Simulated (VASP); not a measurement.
# Hg (Fm-3m) in VASP: relaxation of cell and atoms with LDA

Aim: the relaxation of cell and atoms of Hg with LDA.

Program: VASP 6.6.1. These are calculated values, not measurements. Logs are shortened: lines on timing, memory, paths and dates and some standing lists are left out, and cuts for length are marked.

## (1) The cell of the first run

The structure is cubic, space group Fm-3m (No. 225). The conventional cell has a = 4.494 Å, b = 4.494 Å, c = 4.494 Å, α = 90.00°, β = 90.00°, γ = 90.00°. Hg (site symmetry m-3m) has 12 Hg at 3.18 Å within 4.2 Å.

## (2) Relaxation of cell and atoms, LDA

File INCAR:

```
PREC = Accurate
ENCUT = 550
EDIFF = 1E-7
ISMEAR = -1
SIGMA = 0.05
LREAL = False
LASPH = True
NELM = 120
ALGO = Normal
ISIF = 3
LWAVE = False
LCHARG = False
IBRION = 2
NSW = 60
EDIFFG = -0.005
GGA_COMPAT = False
NELMIN = 4
```

File KPOINTS:

```
Automatic mesh
0
Gamma
  16 16 16
```

File POSCAR:

```
Hg
1.0
    0.0000000000      2.2470248744      2.2470248744
    2.2470248744      0.0000000000      2.2470248744
    2.2470248744      2.2470248744      0.0000000000
Hg
1
Direct
    0.0000000000      0.0000000000      0.0000000000
```

Potentials or basis: VASP PAW LDA potentials, release 64 (Hg_sv_GW).

The run is started by

```
$ cat potpaw_LDA.64/Hg_sv_GW/POTCAR > POTCAR
$ mpirun -np 1 vasp_std > vasp.out
```

OUTCAR:

```text
PREC = Accurate
   ENCUT = 550
   EDIFF = 1E-7
   ISMEAR = -1
   LREAL = False
   LASPH = True
   NELM = 120
   ISIF = 3
   IBRION = 2
   NSW = 60
   EDIFFG = -0.005
   NELMIN = 4

 ion  position               nearest neighbor table
   1  0.000  0.000  0.000-

  LATTYP: Found a face centered cubic cell.
 ALAT       =     4.4940497488

  Lattice vectors:

 A1 = (   0.0000000000,   2.2470248744,   2.2470248744)
 A2 = (   2.2470248744,   0.0000000000,   2.2470248744)
 A3 = (   2.2470248744,   2.2470248744,   0.0000000000)

Analysis of symmetry for initial positions (statically):
=====================================================================
 Subroutine PRICEL returns:
 Original cell was already a primitive cell.

 Routine SETGRP: Setting up the symmetry group for a
 face centered cubic supercell.

 Subroutine GETGRP returns: Found 48 space group operations
 (whereof 48 operations were pure point group operations)
 out of a pool of 48 trial point group operations.

The static configuration has the point symmetry O_h .

Analysis of symmetry for dynamics (positions and initial velocities):
=====================================================================
 Subroutine PRICEL returns:
 Original cell was already a primitive cell.

 Routine SETGRP: Setting up the symmetry group for a
 face centered cubic supercell.

 Subroutine GETGRP returns: Found 48 space group operations
 (whereof 48 operations were pure point group operations)
 out of a pool of 48 trial point group operations.

The dynamic configuration has the point symmetry O_h .

 Subroutine INISYM returns: Found 48 space group operations
 (whereof 48 operations are pure point group operations),
 and found     1 'primitive' translations

----------------------------------------------------------------------------------------

                                     Primitive cell

  volume of cell :      22.6910

  direct lattice vectors                    reciprocal lattice vectors
     0.000000000  2.247024874  2.247024874    -0.222516451  0.222516451  0.222516451
     2.247024874  0.000000000  2.247024874     0.222516451 -0.222516451  0.222516451
     2.247024874  2.247024874  0.000000000     0.222516451  0.222516451 -0.222516451

  length of vectors
     3.177773052  3.177773052  3.177773052     0.385409798  0.385409798  0.385409798

  position of ions in fractional coordinates (direct lattice)
     0.000000000  0.000000000  0.000000000

  ion indices of the primitive-cell ions
   primitive index   ion index
                 1           1

----------------------------------------------------------------------------------------

 KPOINTS: Automatic mesh

Automatic generation of k-mesh.
 Grid dimensions read from file:
 generate k-points for:   16   16   16

 Generating k-lattice:

  Cartesian coordinates                     Fractional coordinates (reciprocal lattice)
    -0.013907278  0.013907278  0.013907278     0.062500000  0.000000000  0.000000000
     0.013907278 -0.013907278  0.013907278     0.000000000  0.062500000  0.000000000
     0.013907278  0.013907278 -0.013907278     0.000000000  0.000000000  0.062500000

  Length of vectors
     0.024088112  0.024088112  0.024088112

  Shift w.r.t. Gamma in fractional coordinates (k-lattice)
     0.000000000  0.000000000  0.000000000

 Subroutine IBZKPT returns following result:
 ===========================================

 Found    145 irreducible k-points:

 Following reciprocal coordinates:
            Coordinates               Weight
  0.000000  0.000000  0.000000      1.000000
  0.062500  0.000000  0.000000      8.000000
  0.125000  0.000000  0.000000      8.000000
  0.187500  0.000000  0.000000      8.000000
  0.250000  0.000000  0.000000      8.000000
  0.312500  0.000000  0.000000      8.000000
[... 16 lines left out ...]
 -0.125000  0.062500  0.000000     24.000000
 -0.062500  0.062500  0.000000     12.000000
 [... further k-points ...]
   k-points           NKPTS =    145   k-points in BZ     NKDIM =    145   number of bands    NBANDS=     14
   number of dos      NEDOS =    301   number of ions     NIONS =      1
   total plane-waves  NPLWV =  13824
   dimension x,y,z NGX =    24 NGY =   24 NGZ =   24
   dimension x,y,z NGXF=    48 NGYF=   48 NGZF=   48
   ions per type =               1
   NGX,Y,Z   is equivalent  to a cutoff of  12.56, 12.56, 12.56 a.u.
   NGXF,Y,Z  is equivalent  to a cutoff of  25.11, 25.11, 25.11 a.u.
 SYSTEM =  unknown system
   PREC   = accura    normal or accurate (medium, high low for compatibility)
   ISTART =      0    job   : 0-new  1-cont  2-samecut
   ICHARG =      2    charge: 1-file 2-atom 10-const
   ISPIN  =      1    spin polarized calculation?
   LNONCOLLINEAR =      F non collinear calculations
   LSORBIT =      F    spin-orbit coupling
   LASPH  =      T    aspherical Exc in radial PAW
   ENCUT  =  550.0 eV  40.42 Ry    6.36 a.u.   6.08  6.08  6.08*2*pi/ulx,y,z
   NELM   =    120;   NELMIN=  4; NELMDL= -5     # of ELM steps
   EDIFF  = 0.1E-06   stopping-criterion for ELM
   LREAL  =      F    real-space projection
   EDIFFG = -.5E-02   stopping-criterion for IOM
   NSW    =     60    number of steps for IOM
   IBRION =      2    ionic relax: 0-MD 1-quasi-New 2-CG
   NFREE  =      1    steps in history (QN), initial steepest desc. (CG)
   ISIF   =      3    stress and relaxation
   ISYM   =      2    0-nonsym 1-usesym 2-fastsym
   POTIM  = 0.5000    time-step for ionic-motion
   TEBEG  =    0.0;   TEEND  =   0.0 temperature during run
   PSTRESS=    0.0 pullay stress
   NELECT =      20.0000    total number of electrons
   NUPDOWN=      -1.0000    fix difference up-down
   EMIN   =  10.00;   EMAX   =-10.00  energy-range for DOS
   EFERMI =   0.00;   METHOD = LEGACY
   ISMEAR =    -1;   SIGMA  =   0.05  broadening in eV -4-tet -1-fermi 0-gaus
   EFERMI_NEDOS =   21; number of points for ismear=-14 and -15
   IALGO  =     38    algorithm
   IMIX   =      4    mixing-type and parameters
     AMIX     =   0.40;   BMIX     =  1.00
     AMIX_MAG =   1.60;   BMIX_MAG =  1.00
  volume/ion in A,a.u.               =      22.69       153.13
  Fermi-wavevector in a.u.,A,eV,Ry     =   1.569641  2.966191 33.521657  2.463772
  Thomas-Fermi vector in A             =   2.671493
   LORBIT       =      0    0 simple, 1 ext, 2 COOP (PROOUT), +10 PAW based schemes
   GGA     = CA    functional components
   LHFCALC =     F    Hartree Fock is set to
   AEXX    =    0.0000 exact exchange contribution
   IVDW    =     0    specifies the selected vdW correction
   LEPSILON=     F    determine dielectric tensor
   LRPA    =     F    only Hartree local field effects (RPA)
 conjugate gradient relaxation of ions
 non-spin polarized calculation
  energy-cutoff  :      550.00
  volume of cell :       22.69
 maximum number of plane-waves:       684
   NGX = 13   NGY = 13   NGZ = 13

--------------------------------------- Ionic step        1  -------------------------------------------

 number of electron      19.9999997 magnetization

 Free energy of the ion-electron system (eV)
  ---------------------------------------------------
  ext. energy  EPLUGINS =         0.00000000
  ---------------------------------------------------
  free energy    TOTEN  =        -0.95355184 eV

  energy without entropy =       -0.95090555  energy(sigma->0) =       -0.95222869

------------------------ aborting loop because EDIFF is reached ----------------------------------------

  FORCE on cell =-STRESS in cart. coord.  units (eV):
  Direction    XX          YY          ZZ          XY          YZ          ZX
  --------------------------------------------------------------------------------------
  -------------------------------------------------------------------------------------
  Total       -0.2476134     -0.2476134     -0.2476134      0.0000000     -0.0000000      0.0000000
  in kB      -17.4836114    -17.4836114    -17.4836114      0.0000000     -0.0000000      0.0000000
  external PRESSURE =     -17.4836114 kB  Pullay stress =       0.0000000 kB

 VOLUME and BASIS-vectors are now :
 -----------------------------------------------------------------------------
  energy-cutoff  :      550.00
  volume of cell :       22.69
      direct lattice vectors                 reciprocal lattice vectors
     0.000000000  2.247024874  2.247024874    -0.222516451  0.222516451  0.222516451
     2.247024874  0.000000000  2.247024874     0.222516451 -0.222516451  0.222516451
     2.247024874  2.247024874  0.000000000     0.222516451  0.222516451 -0.222516451
[... 36 lines left out ...]
 POSITION                                       TOTAL-FORCE (eV/Angst)
 -----------------------------------------------------------------------------------
      0.00000      0.00000      0.00000        -0.000000      0.000000      0.000000
 -----------------------------------------------------------------------------------
    total drift:                                0.000000      0.000000     -0.000000

  FREE ENERGIE OF THE ION-ELECTRON SYSTEM (eV)
  ---------------------------------------------------
  free  energy   TOTEN  =        -0.9576961851 eV

  energy  without entropy=       -0.9547783474  energy(sigma->0) =       -0.95623727

--------------------------------------- Ionic step        3  -------------------------------------------

 number of electron      19.9999990 magnetization

 Free energy of the ion-electron system (eV)
  ---------------------------------------------------
  ext. energy  EPLUGINS =         0.00000000
  ---------------------------------------------------
  free energy    TOTEN  =        -0.95772820 eV

  energy without entropy =       -0.95483377  energy(sigma->0) =       -0.95628098

 E-fermi :   6.4529     XC(G=0): -12.1538

 val. band max:        6.4452295226   @ k =  -0.3750   0.4375   0.1250
 cond. band min:       6.5140667217   @ k =  -0.3750   0.2500   0.1250
 fundamental gap:      0.0688371992
 Fermi energy:         6.4529085927

 k-point     1 :       0.0000    0.0000    0.0000
  band No.  band energies     occupation
      1    -108.0391      2.00000
      2     -56.6254      2.00000
      3     -56.6254      2.00000
      4     -56.6254      2.00000
      5      -3.1894      2.00000
      6      -0.7224      2.00000
      7      -0.7224      2.00000
      8      -0.7224      2.00000
      9       0.0312      2.00000
     10       0.0312      2.00000
     11      19.4435      0.00000
     12      21.4399      0.00000
     13      21.4399      0.00000
     14      21.4399      0.00000

 k-point     2 :       0.0625    0.0000    0.0000
  band No.  band energies     occupation
      1    -108.0391      2.00000
      2     -56.6275      2.00000
      3     -56.6258      2.00000
      4     -56.6258      2.00000
      5      -3.0827      2.00000
      6      -0.7381      2.00000
      7      -0.6964      2.00000
      8      -0.6964      2.00000
      9       0.0232      2.00000
     10       0.0232      2.00000
[... 362 lines left out ...]
 k-point    24 :      -0.0625    0.0625    0.0000
  band No.  band energies     occupation
      1    -108.0390      2.00000
      2     -56.6302      2.00000
      3     -56.6271      2.00000
      4     -56.6260      2.00000
      5      -2.9086      2.00000
      6      -0.7743      2.00000
      7      -0.6616      2.00000
      8      -0.6365      2.00000
      9      -0.0223      2.00000
     10       0.0498      2.00000
     11      19.3014      0.00000
     12      19.5371      0.00000
     13      20.8926      0.00000
     14      21.9256      0.00000

 [... further k-points ...]
[... 5 lines left out ...]
  --------------------------------------------------------------------------------------
  -------------------------------------------------------------------------------------
  Total       -0.0015706     -0.0015706     -0.0015706      0.0000000      0.0000000     -0.0000000
  in kB       -0.1146266     -0.1146266     -0.1146266      0.0000000      0.0000000     -0.0000000
  external PRESSURE =      -0.1146266 kB  Pullay stress =       0.0000000 kB

 VOLUME and BASIS-vectors are now :
 -----------------------------------------------------------------------------
  energy-cutoff  :      550.00
  volume of cell :       21.95
      direct lattice vectors                 reciprocal lattice vectors
     0.000000000  2.222395309  2.222395309    -0.224982476  0.224982476  0.224982476
     2.222395309 -0.000000000  2.222395309     0.224982476 -0.224982476  0.224982476
     2.222395309  2.222395309 -0.000000000     0.224982476  0.224982476 -0.224982476

 POSITION                                       TOTAL-FORCE (eV/Angst)
 -----------------------------------------------------------------------------------
      0.00000      0.00000      0.00000         0.000000      0.000000      0.000000
 -----------------------------------------------------------------------------------
    total drift:                                0.000000      0.000000     -0.000000

  FREE ENERGIE OF THE ION-ELECTRON SYSTEM (eV)
  ---------------------------------------------------
  free  energy   TOTEN  =        -0.9577281951 eV

  energy  without entropy=       -0.9548337676  energy(sigma->0) =       -0.95628098

 reached required accuracy - stopping structural energy minimisation
```

It took 28 s on 1 thread of Intel Xeon 6975P-C (Granite Rapids), shared host; peak memory 0.19 GiB.

What came out:

```
Free energy                           : -0.9577 eV
Relaxed volume                        : 21.95 Å³/atom
Relaxed cell                          : a = 3.143 Å, b = 3.143 Å, c = 3.143 Å, α = 60.00°, β = 60.00°, γ = 60.00°
Space group after relaxing (to 0.1 Å) : Fm-3m (No. 225)
Energy gained by relaxing             : 4.2 meV/atom
Ionic steps                           : 3
Pressure after relaxing               : 0.0 GPa
Band gap on the k mesh                : zero (bands 10 and 11 overlap by 2.06 eV)
```

Step by step:
```
step  energy change (eV)  largest force (eV/Å)  pressure (GPa)  volume (Å³)
   1              0.0000                0.0000           -1.75        22.69
   2             -0.0041                0.0000            0.18        21.89
   3             -0.0042                0.0000           -0.01        21.95
```

Final structure:
```yaml
crystal:
  lattice:
    - [0.00000, 2.22240, 2.22240]
    - [2.22240, 0.00000, 2.22240]
    - [2.22240, 2.22240, 0.00000]
  atoms:
    - { symbol: Hg, position: [0.00000, 0.00000, 0.00000] }
```

Levels at points of the mesh, in eV from the Fermi level:
```tsv
k point	band 6	band 7	band 8	band 9	band 10	band 11	band 12	band 13	band 14
(0.00, 0.00, 0.00)	-7.18	-7.18	-7.18	-6.42	-6.42	12.99	14.99	14.99	14.99
(0.50, 0.00, 0.00)	-7.18	-7.18	-5.80	-5.80	-1.91	-1.37	12.40	12.78	12.78
(0.50, 0.50, 0.00)	-8.21	-5.83	-5.63	-5.63	-0.42	0.85	7.05	7.05	12.09
```

Caveat: spin-orbit coupling is left out, which moves the levels of the heavy elements.

The gap in the log of VASP goes by the Fermi energy; the results here count the filled bands.